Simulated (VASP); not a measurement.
## Mn: single point with HSE06

The system is Mn.

```
CELL_PARAMETERS angstrom
0.00000 1.70203 1.70203
1.70203 0.00000 1.70203
1.70203 1.70203 0.00000
ATOMIC_POSITIONS crystal
Mn 0.00000 0.00000 0.00000
```

This isn't the form of Mn at room conditions, which is a 58-atom cubic cell.

```json
{"Program": "VASP 6.6.1", "Task": "single point", "Functional": "HSE06", "Potentials or basis": "VASP PAW PBE potentials, release 64 (Mn_sv)", "Cutoff": "510 eV", "k mesh": "6 × 6 × 6", "Occupations": "fermi-dirac, width 0.1 eV", "Spin": "no spin polarisation"}
```

```yaml
Pressure: 7.4 GPa
Band_gap_on_the_k_mesh: zero (an odd number of electrons rules out a gap without spin polarisation)
```

Levels at points of the mesh, in eV from the Fermi level:
```csv
k point,band 3,band 4,band 5,band 6,band 7,band 8,band 9,band 10,band 11,band 12
"(0.00, 0.00, 0.00)",-51.72,-51.72,-10.29,-2.57,-2.57,-2.57,1.17,1.17,22.90,29.48
"(0.50, 0.00, 0.00)",-51.87,-51.87,-6.56,-2.23,-2.23,0.01,2.21,2.21,10.78,21.62
"(0.50, 0.50, 0.00)",-52.12,-52.12,-6.43,-6.06,2.12,2.12,2.75,3.82,14.56,17.68
```

It took 15 min on 1 thread of AMD EPYC 7R43 64-Core Processor (Zen 3) (shared host), peak memory 0.18 GiB.

Caveat: the k points lie up to 0.53 Å⁻¹ apart, too coarse for converged energies and pressures of a metal; the PAW data sets were made with another functional, which shifts forces and pressure a little; the run has no spin polarisation, though such a crystal can be magnetic. Spin polarisation is off, so any magnetic state and its effect on volume and gap are missing.
